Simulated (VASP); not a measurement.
A run of VASP 6.6.1 is set up as follows.

INCAR

```
SYSTEM = Ag
PREC = Accurate
ENCUT = 520
EDIFF = 1E-6
ISMEAR = 0
SIGMA = 0.1
LREAL = Auto
LASPH = .TRUE.
NELM = 100
ALGO = Fast
ISIF = 2
LWAVE = .FALSE.
LCHARG = .FALSE.
LDIPOL = .TRUE.
IDIPOL = 3
DIPOL = 0.5 0.5 0.500
GGA = PE
IVDW = 12
NBANDS = 102
```

The input KPOINTS:

```
regular mesh
0
G
  6 6 1
  0 0 0
```

POSCAR

```
Ag
1.0
    5.7606259190      0.0000000000      0.0000000000
   -2.8803129595      4.9888483875      0.0000000000
    0.0000000000      0.0000000000     24.0552970503
Ag
16
Direct
    0.3333333333      0.1666666667      0.3533525270
    0.3333333333      0.6666666667      0.3533525270
    0.8333333333      0.1666666667      0.3533525270
    0.8333333333      0.6666666667      0.3533525270
    0.6666666667      0.3333333333      0.4511175090
    0.6666666667      0.8333333333      0.4511175090
    0.1666666667      0.3333333333      0.4511175090
    0.1666666667      0.8333333333      0.4511175090
    0.0000000000      0.5000000000      0.5479499012
    0.0000000000      0.0000000000      0.5479499012
    0.5000000000      0.5000000000      0.5479499012
    0.5000000000      0.0000000000      0.5479499012
    0.3333333333      0.6666666667      0.6462142036
    0.3333333333      0.1666666667      0.6462142036
    0.8333333333      0.6666666667      0.6462142036
    0.8333333333      0.1666666667      0.6462142036
```

Potentials or basis: VASP PAW PBE potentials, release 64 (Ag).

Command:

```sh
$ cat potpaw_PBE.64/Ag/POTCAR > POTCAR
$ mpirun -np 1 vasp_std > vasp.out
```

Question: Predict the largest force.

Answer: 0.037 eV/Å.

Question: What does it give for the dispersion energy per atom?

Answer: -0.453 eV.

Question: Predict the band gap on the k mesh.

Answer: Zero (bands 88 and 89 overlap by 1.08 eV).

Forces on the atoms (eV/Å):
```
Ag   0.000  0.000 -0.034
Ag   0.000  0.000 -0.034
Ag   0.000  0.000 -0.034
Ag   0.000  0.000 -0.034
Ag   0.000  0.000  0.037
Ag   0.000  0.000  0.037
Ag   0.000  0.000  0.037
Ag   0.000  0.000  0.037
Ag   0.000  0.000  0.002
Ag   0.000  0.000  0.002
Ag   0.000  0.000  0.002
Ag   0.000  0.000  0.002
Ag   0.000  0.000 -0.004
Ag   0.000  0.000 -0.004
Ag   0.000  0.000 -0.004
Ag   0.000  0.000 -0.004
```
